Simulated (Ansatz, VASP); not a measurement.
ZnCd3SO in VASP and in Ansatz

```
CELL_PARAMETERS angstrom
3.59978 0.00000 0.00000
0.00000 3.59978 0.00000
0.00000 0.00000 10.28242
ATOMIC_POSITIONS crystal
Zn 0.50000 0.50000 0.00000
Cd 0.50000 0.50000 0.25946
Cd 0.50000 0.50000 0.74054
Cd 0.00000 0.00000 0.00000
S 0.50000 0.50000 0.50000
O 0.00000 0.00000 0.50000
```

Alike in both runs: functional PBE; k mesh 10 × 10 × 4; occupations gaussian, width 0.1 eV; no spin polarisation.

Ansatz relaxed the structure, and its values are those at the end. VASP's run is a single point on that final structure, the one shown.

```csv
,VASP,Ansatz
version,VASP 6.6.1,Ansatz 0.2.0
potentials or method,"VASP PAW PBE potentials, release 64 (Zn, Cd, S, O), cutoff 520 eV","scalar-relativistic, plane waves, PAW"
valence electrons in the cell,60,84
```

VASP gave:

| Property | Result |
| --- | --- |
| gap on the k mesh at the Fermi level (eV) | none |
| pressure (GPa) | 0.3 |
| rms of the force components (eV/Å) | 0.009 |

Estimate Ansatz's values.

gap on the k mesh at the Fermi level (eV): none; pressure (GPa): 0.0; rms of the force components (eV/Å): 0.001.

A gap of «none» marks a metal or a gap that the smearing closes. With one functional, cell and mesh, what is left measures potentials, basis and numerics. VASP's potentials hold 60 valence electrons a cell and Ansatz's 84, so a difference there can come from the potentials and not from the codes.
